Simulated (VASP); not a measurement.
Write the native input for VASP 6.6.1 that does the following.

| Property | Result |
| --- | --- |
| Task | single point |
| Functional | PBEsol |
| Potentials or basis | VASP PAW PBE potentials, release 64 (Ni, O) |
| Cutoff | 600 eV |
| k mesh | 7 × 7 × 7 |
| Occupations | gaussian, width 0.05 eV |
| Spin | no spin polarisation |
| Hubbard terms | Ni d U = 1.0 eV |
| Dipole correction | no |
| Further INCAR settings | ALGO = Normal; EDIFF = 1e-06; NBANDS = 15 |

The structure of NiO lies in POSCAR:

```
NiO
1.0
    2.5046153800      0.0000000000      0.0000000000
    0.0000000000      2.5046153800      0.0000000000
    0.0000000000      0.0000000000      2.5046153800
Ni O
1 1
Direct
    0.0000000000      0.0000000000      0.0000000000
    0.5000000000      0.5000000000      0.5000000000
```

One way to write it, as run:

INCAR

```
PREC = Accurate ; ENCUT = 600
EDIFF = 1E-6 ; ISMEAR = 0
SIGMA = 0.05 ; LREAL = False
LASPH = True ; NELM = 200
ALGO = Normal ; ISIF = 2
LWAVE = False ; LCHARG = False
LMAXMIX = 4 ; LDAU = True
LDAUTYPE = 2 ; LDAUL = 2 -1
LDAUU = 1 0 ; LDAUJ = 0 0
LDAUPRINT = 1 ; GGA = PS
NBANDS = 15 ; GGA_COMPAT = False
```

KPOINTS

```
regular mesh
0
Gamma
  7 7 7
```

Potentials or basis: VASP PAW PBE potentials, release 64 (Ni, O).

The run is started by

```bash
$ cat potpaw_PBE.64/Ni/POTCAR potpaw_PBE.64/O/POTCAR > POTCAR
$ mpirun -np 1 vasp_std > vasp.out
```

It gave:

* Pressure: 8.5 GPa
* Band gap on the k mesh: zero (bands 8 and 9 overlap by 1.74 eV)

Caveat: the cell stands under pressure; the PAW data sets were made with another functional, which shifts forces and pressure a little; the run has no spin polarisation, though such a crystal can be magnetic; U without spin polarisation on a metal has little footing.

Run time: 7.2 s on 1 thread of Intel Xeon 8259CL, on a shared host, peak memory 0.12 GiB.
